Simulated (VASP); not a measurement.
Here is a VASP 6.6.1 calculation.

File INCAR:

```
SYSTEM = Te
ALGO = Normal ; EDIFF = 1E-7
EDIFFG = -0.01 ; ENCUT = 600
GGA = PE ; IBRION = 2
ISIF = 4 ; ISMEAR = 0
LASPH = .TRUE. ; LCHARG = .FALSE.
LREAL = .FALSE. ; LWAVE = .FALSE.
NELM = 60 ; NSW = 50
PREC = Accurate ; SIGMA = 0.01
```

Contents of KPOINTS:

```
k-points
0
G
  12 12 6
  0 0 0
```

The input POSCAR:

```
Te
1.0
    4.5634089855      0.0000000000      0.0000000000
   -2.2817044928      3.9520281093      0.0000000000
    0.0000000000      0.0000000000      6.0150767924
Te
3
Direct
    0.2682940022      0.0000000000      0.3333333333
    0.0000000000      0.2682940022      0.6666666667
    0.7317059978      0.7317059978      0.0000000000
```

Potentials or basis: VASP PAW PBE potentials, release 64 (Te).

Launch:

```console
$ cat potpaw_PBE.64/Te/POTCAR > POTCAR
$ mpirun -np 1 vasp_std > vasp.out
```

Problem. Estimate the band gap on the k mesh.

Solution. 0.31 eV.

Step by step:
| step | energy change (eV) | largest force (eV/Å) | pressure (GPa) | volume (Å³) |
| --- | --- | --- | --- | --- |
| 1 | 0.0000 | 0.1372 | -1.23 | 108.48 |
| 2 | -0.0036 | 0.1030 | -1.02 | 108.48 |
| 3 | -0.0071 | 0.0296 | -0.59 | 108.48 |
| 4 | -0.0073 | 0.0073 | -0.47 | 108.48 |
| 5 | -0.0073 | 0.0102 | -0.49 | 108.48 |
| 6 | -0.0074 | 0.0068 | -0.48 | 108.48 |

Caveat: spin-orbit coupling is left out, which moves the levels of the heavy elements. A k mesh can miss the band edges.
